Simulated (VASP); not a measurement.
# Tl (R-3m) in VASP: single point with LDA

Aim: the single point of Tl with LDA.

Program: VASP 6.6.1. These are calculated values, not measurements. Logs are shortened: lines on timing, memory, paths and dates and some standing lists are left out, and cuts for length are marked.

## 1. The cell of the first run

Symmetry: R-3m, No. 166, trigonal system. The conventional cell has a = 4.092 Å, b = 4.092 Å, c = 20.258 Å, α = 90.00°, β = 90.00°, γ = 120.00°. Tl (site symmetry -3m) has 6 Tl at 4.09 Å within 5.4 Å.

## 2. Single point, LDA

Contents of INCAR:

```
SYSTEM = Tl
ALGO = Normal ; EDIFF = 1E-6
ENCUT = 520 ; GGA = CA
ISIF = 2 ; ISMEAR = 1
LASPH = .True. ; LCHARG = .False.
LREAL = .False. ; LWAVE = .False.
NBANDS = 12 ; NELM = 80
PREC = Accurate ; SIGMA = 0.05
```

Contents of KPOINTS:

```
k-points
0
Gamma
  7 7 7
  0 0 0
```

Contents of POSCAR:

```
Tl
1.0
    2.0458500000      1.1811700000      6.7526300000
   -2.0458500000      1.1811700000      6.7526300000
    0.0000000000     -2.3623400000      6.7526300000
Tl
1
Direct
    0.5000000000      0.5000000000      0.5000000000
```

Potentials or basis: VASP PAW LDA potentials, release 64 (Tl_d).

Launch:

```bash
> cat potpaw_LDA.64/Tl_d/POTCAR > POTCAR
> mpirun -np 1 vasp_std > vasp.out
```

OUTCAR:

```text
SYSTEM = Tl
   EDIFF = 1E-6
   ENCUT = 520
   GGA = CA
   ISIF = 2
   ISMEAR = 1
   LASPH = .True.
   LREAL = .False.
   NELM = 80
   PREC = Accurate

 ion  position               nearest neighbor table
   1  0.500  0.500  0.500-

  LATTYP: Found a trigonal (rhomboedric) cell.
 ALAT       =     7.1539273625
 COS(alpha) =     0.8364356997

  Lattice vectors:

 A1 = (   2.0458500000,   1.1811700000,   6.7526300000)
 A2 = (  -2.0458500000,   1.1811700000,   6.7526300000)
 A3 = (   0.0000000000,  -2.3623400000,   6.7526300000)

Analysis of symmetry for initial positions (statically):
=====================================================================
 Subroutine PRICEL returns:
 Original cell was already a primitive cell.

 Routine SETGRP: Setting up the symmetry group for a
 trigonal (rhombohedral) supercell.

 Subroutine GETGRP returns: Found 12 space group operations
 (whereof 12 operations were pure point group operations)
 out of a pool of 12 trial point group operations.

The static configuration has the point symmetry D_3d.

Analysis of symmetry for dynamics (positions and initial velocities):
=====================================================================
 Subroutine PRICEL returns:
 Original cell was already a primitive cell.

 Routine SETGRP: Setting up the symmetry group for a
 trigonal (rhombohedral) supercell.

 Subroutine GETGRP returns: Found 12 space group operations
 (whereof 12 operations were pure point group operations)
 out of a pool of 12 trial point group operations.

The dynamic configuration has the point symmetry D_3d.

 Subroutine INISYM returns: Found 12 space group operations
 (whereof 12 operations are pure point group operations),
 and found     1 'primitive' translations

----------------------------------------------------------------------------------------

                                     Primitive cell

  volume of cell :      97.9062

  direct lattice vectors                    reciprocal lattice vectors
     2.045850000  1.181170000  6.752630000     0.244397194  0.141103031  0.049363483
    -2.045850000  1.181170000  6.752630000    -0.244397194  0.141103031  0.049363483
     0.000000000 -2.362340000  6.752630000     0.000000000 -0.282206061  0.049363483

  length of vectors
     7.153927363  7.153927363  7.153926348     0.286490501  0.286490501  0.286490863

  position of ions in fractional coordinates (direct lattice)
     0.500000000  0.500000000  0.500000000

  ion indices of the primitive-cell ions
   primitive index   ion index
                 1           1

----------------------------------------------------------------------------------------

 KPOINTS: k-points

Automatic generation of k-mesh.
 Grid dimensions read from file:
 generate k-points for:    7    7    7

 Generating k-lattice:

  Cartesian coordinates                     Fractional coordinates (reciprocal lattice)
     0.034913885  0.020157576  0.007051926     0.142857143  0.000000000  0.000000000
    -0.034913885  0.020157576  0.007051926     0.000000000  0.142857143  0.000000000
     0.000000000 -0.040315152  0.007051926     0.000000000  0.000000000  0.142857143

  Length of vectors
     0.040927214  0.040927214  0.040927266

  Shift w.r.t. Gamma in fractional coordinates (k-lattice)
     0.000000000  0.000000000  0.000000000

 Subroutine IBZKPT returns following result:
 ===========================================

 Found     44 irreducible k-points:

 Following reciprocal coordinates:
            Coordinates               Weight
  0.000000  0.000000  0.000000      1.000000
  0.142857 -0.000000 -0.000000      6.000000
  0.285714 -0.000000 -0.000000      6.000000
  0.428571 -0.000000  0.000000      6.000000
  0.142857  0.142857 -0.000000      6.000000
  0.285714  0.142857  0.000000     12.000000
[... 16 lines left out ...]
  0.285714  0.285714  0.142857      6.000000
  0.428571  0.285714  0.142857     12.000000
 [... further k-points ...]
   k-points           NKPTS =     44   k-points in BZ     NKDIM =     44   number of bands    NBANDS=     12
   number of dos      NEDOS =    301   number of ions     NIONS =      1
   total plane-waves  NPLWV = 157464
   dimension x,y,z NGX =    54 NGY =   54 NGZ =   54
   dimension x,y,z NGXF=   108 NGYF=  108 NGZF=  108
   ions per type =               1
   NGX,Y,Z   is equivalent  to a cutoff of  12.55, 12.55, 12.55 a.u.
   NGXF,Y,Z  is equivalent  to a cutoff of  25.10, 25.10, 25.10 a.u.
 SYSTEM =  Tl
   PREC   = accura    normal or accurate (medium, high low for compatibility)
   ISTART =      0    job   : 0-new  1-cont  2-samecut
   ICHARG =      2    charge: 1-file 2-atom 10-const
   ISPIN  =      1    spin polarized calculation?
   LNONCOLLINEAR =      F non collinear calculations
   LSORBIT =      F    spin-orbit coupling
   LASPH  =      T    aspherical Exc in radial PAW
   ENCUT  =  520.0 eV  38.22 Ry    6.18 a.u.  13.30 13.30 13.30*2*pi/ulx,y,z
   NELM   =     80;   NELMIN=  2; NELMDL= -5     # of ELM steps
   EDIFF  = 0.1E-05   stopping-criterion for ELM
   LREAL  =      F    real-space projection
   EDIFFG = 0.1E-04   stopping-criterion for IOM
   NSW    =      0    number of steps for IOM
   IBRION =     -1    ionic relax: 0-MD 1-quasi-New 2-CG
   NFREE  =      0    steps in history (QN), initial steepest desc. (CG)
   ISIF   =      2    stress and relaxation
   ISYM   =      2    0-nonsym 1-usesym 2-fastsym
   POTIM  = 0.5000    time-step for ionic-motion
   TEBEG  =    0.0;   TEEND  =   0.0 temperature during run
   PSTRESS=    0.0 pullay stress
   NELECT =      13.0000    total number of electrons
   NUPDOWN=      -1.0000    fix difference up-down
   EMIN   =  10.00;   EMAX   =-10.00  energy-range for DOS
   EFERMI =   0.00;   METHOD = LEGACY
   ISMEAR =     1;   SIGMA  =   0.05  broadening in eV -4-tet -1-fermi 0-gaus
   EFERMI_NEDOS =   21; number of points for ismear=-14 and -15
   IALGO  =     38    algorithm
   IMIX   =      4    mixing-type and parameters
     AMIX     =   0.40;   BMIX     =  1.00
     AMIX_MAG =   1.60;   BMIX_MAG =  1.00
  volume/ion in A,a.u.               =      97.91       660.70
  Fermi-wavevector in a.u.,A,eV,Ry     =   0.835191  1.578282  9.490663  0.697544
  Thomas-Fermi vector in A             =   1.948708
   LORBIT       =      0    0 simple, 1 ext, 2 COOP (PROOUT), +10 PAW based schemes
   GGA     = CA    functional components
   LHFCALC =     F    Hartree Fock is set to
   AEXX    =    0.0000 exact exchange contribution
   IVDW    =     0    specifies the selected vdW correction
   LEPSILON=     F    determine dielectric tensor
   LRPA    =     F    only Hartree local field effects (RPA)
 non-spin polarized calculation
 Methfessel and Paxton  Order N= 1 SIGMA  =   0.05
  energy-cutoff  :      520.00
  volume of cell :       97.91
 maximum number of plane-waves:      2689
 NGX is ok and might be reduce to    54
   NGX = 27   NGY = 27   NGZ = 27

 number of electron      13.0000002 magnetization

 Free energy of the ion-electron system (eV)
  ---------------------------------------------------
  ext. energy  EPLUGINS =         0.00000000
  ---------------------------------------------------
  free energy    TOTEN  =        -1.67712544 eV

  energy without entropy =       -1.67555590  energy(sigma->0) =       -1.67660226

 E-fermi :  -0.3843     XC(G=0):  -5.3101

 val. band max:       -0.4607007263   @ k =   0.2857   0.2857   0.1429
 cond. band min:      -0.3827966360   @ k =   0.0000   0.0000   0.0000
 fundamental gap:      0.0779040902
 Fermi energy:        -0.3842664081

 k-point     1 :       0.0000    0.0000    0.0000
  band No.  band energies     occupation
      1     -12.4263      2.00000
      2     -12.3186      2.00000
      3     -12.3186      2.00000
      4     -12.2897      2.00000
      5     -12.2897      2.00000
      6      -7.5408      2.00000
      7      -0.3828      0.95027
      8       1.9544      0.00000
      9       4.7971      0.00000
     10       4.7971      0.00000
     11       7.5450      0.00000
     12       9.2657      0.00000

 k-point     2 :       0.1429   -0.0000   -0.0000
  band No.  band energies     occupation
      1     -12.4145      2.00000
      2     -12.3292      2.00000
      3     -12.3210      2.00000
      4     -12.2924      2.00000
      5     -12.2689      2.00000
      6      -7.3432      2.00000
      7      -0.1648     -0.00000
      8       2.0949      0.00000
      9       3.1208      0.00000
     10       4.3428      0.00000
     11       7.7306      0.00000
     12       8.4144      0.00000

 k-point     3 :       0.2857   -0.0000   -0.0000
  band No.  band energies     occupation
      1     -12.3954      2.00000
      2     -12.3530      2.00000
      3     -12.3266      2.00000
      4     -12.2929      2.00000
      5     -12.2214      2.00000
      6      -6.7976      2.00000
      7       0.4027     -0.00000
      8       0.5203     -0.00000
      9       3.1610      0.00000
     10       3.5703      0.00000
     11       6.2955      0.00000
     12       6.7695      0.00000
[... 286 lines left out ...]
 k-point    23 :       0.2857    0.2857    0.1429
  band No.  band energies     occupation
      1     -12.4144      2.00000
      2     -12.3293      2.00000
      3     -12.3210      2.00000
      4     -12.2924      2.00000
      5     -12.2689      2.00000
      6      -7.3366      2.00000
      7      -0.4607      2.05271
      8       2.6478      0.00000
      9       3.3529      0.00000
     10       4.3264      0.00000
     11       7.4755      0.00000
     12       7.8524      0.00000

 k-point    24 :       0.4286    0.2857    0.1429
  band No.  band energies     occupation
      1     -12.3966      2.00000
      2     -12.3450      2.00000
      3     -12.3266      2.00000
      4     -12.2940      2.00000
      5     -12.2372      2.00000
      6      -6.9617      2.00000
      7      -0.0800     -0.00000
      8       1.2866      0.00000
      9       3.1515      0.00000
     10       3.8582      0.00000
     11       6.9886      0.00000
     12       8.1349      0.00000

 [... further k-points ...]

------------------------ aborting loop because EDIFF is reached ----------------------------------------

  FORCE on cell =-STRESS in cart. coord.  units (eV):
  Direction    XX          YY          ZZ          XY          YZ          ZX
  --------------------------------------------------------------------------------------
  -------------------------------------------------------------------------------------
  Total       -1.9078777     -1.9078711     -0.1522317      0.0000000      0.0000000      0.0000000
  in kB      -31.2212809    -31.2211726     -2.4911810      0.0000000      0.0000000      0.0000000
  external PRESSURE =     -21.6445449 kB  Pullay stress =       0.0000000 kB

 VOLUME and BASIS-vectors are now :
 -----------------------------------------------------------------------------
  energy-cutoff  :      520.00
  volume of cell :       97.91
      direct lattice vectors                 reciprocal lattice vectors
     2.045850000  1.181170000  6.752630000     0.244397194  0.141103031  0.049363483
    -2.045850000  1.181170000  6.752630000    -0.244397194  0.141103031  0.049363483
     0.000000000 -2.362340000  6.752630000     0.000000000 -0.282206061  0.049363483

 POSITION                                       TOTAL-FORCE (eV/Angst)
 -----------------------------------------------------------------------------------
      0.00000      0.00000     10.12894         0.000000      0.000000     -0.000000
 -----------------------------------------------------------------------------------
    total drift:                                0.000000     -0.000000      0.000000

  FREE ENERGIE OF THE ION-ELECTRON SYSTEM (eV)
  ---------------------------------------------------
  free  energy   TOTEN  =        -1.6771254430 eV

  energy  without entropy=       -1.6755558950  energy(sigma->0) =       -1.67660226
```

Wall time 2 min (1 thread of AMD EPYC 7R13 (Zen 3), shared host); peak memory 0.27 GiB.

Results:

```
Free energy : -1.6771 eV
Pressure    : -2.2 GPa
```

Stress tensor (GPa, compression positive):
```
-3.12  0.00  0.00
 0.00 -3.12  0.00
 0.00  0.00 -0.25
```

Levels at points of the mesh, in eV from the Fermi level:
```csv
k point,band 2,band 3,band 4,band 5,band 6,band 7,band 8,band 9,band 10,band 11
"(0.00, 0.00, 0.00)",-11.93,-11.93,-11.91,-11.91,-7.16,0.00,2.34,5.18,5.18,7.93
```

Caveat: spin-orbit coupling is left out, which moves the levels of the heavy elements.
